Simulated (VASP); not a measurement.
Wanted: the native input for a VASP 6.6.1 run.

| Quantity | Value |
| --- | --- |
| Task | relaxation of cell and atoms |
| Functional | PBEsol |
| Potentials or basis | VASP PAW PBE potentials, release 64 (W_sv) |
| Cutoff | 600 eV |
| k mesh | 14 × 14 × 14 |
| Occupations | gaussian, width 0.1 eV |
| Spin | no spin polarisation |
| Dipole correction | no |
| Further INCAR settings | ALGO = Fast; EDIFF = 1e-06; IBRION = 2; EDIFFG = -0.015; NSW = 80; ISIF = 3 |

The structure of W lies in POSCAR:

```
W
1.0
    3.1543818990      0.0000000000      0.0000000000
    0.0000000000      3.1543818990      0.0000000000
   -1.5771909495     -1.5771909495      4.7315728484
W
3
Direct
    0.0000000000      0.0000000000      0.0000000000
    0.3333333333      0.3333333333      0.6666666667
    0.6666666667      0.6666666667      0.3333333333
```

The input as run:

INCAR

```
PREC = Accurate
ENCUT = 600
EDIFF = 1E-6
ISMEAR = 0
SIGMA = 0.1
LREAL = False
LASPH = True
NELM = 80
ALGO = Fast
ISIF = 3
LWAVE = False
LCHARG = False
GGA = PS
IBRION = 2
NSW = 80
EDIFFG = -0.015
```

KPOINTS

```
Automatic mesh
0
Gamma
  14 14 14
```

Potentials or basis: VASP PAW PBE potentials, release 64 (W_sv).

The run is started by

```sh
$ cat potpaw_PBE.64/W_sv/POTCAR > POTCAR
$ mpirun -np 1 vasp_std > vasp.out
```

Results of the run:

```json
{
 "Relaxed volume": "15.73 Å³/atom",
 "Relaxed cell": "a = 3.155 Å, b = 3.155 Å, c = 5.238 Å, α = 107.53°, β = 107.53°, γ = 90.00°",
 "Space group after relaxing (to 0.1 Å)": "Im-3m (No. 229)",
 "Energy gained by relaxing": "0.1 meV/atom",
 "Ionic steps": "9",
 "Pressure after relaxing": "0.0 GPa",
 "Band gap on the k mesh": "zero (bands 21 and 22 overlap by 2.40 eV)"
}
```

Caveat: the highest band is partly filled, so the run has too few bands; the PAW data sets were made with another functional, which shifts forces and pressure a little; spin-orbit coupling is left out, which moves the levels of the heavy elements.

Run time: 20 min on 1 thread of Intel(R) Xeon(R) Platinum 8488C (Sapphire Rapids), on a shared host, peak memory 0.4 GiB.
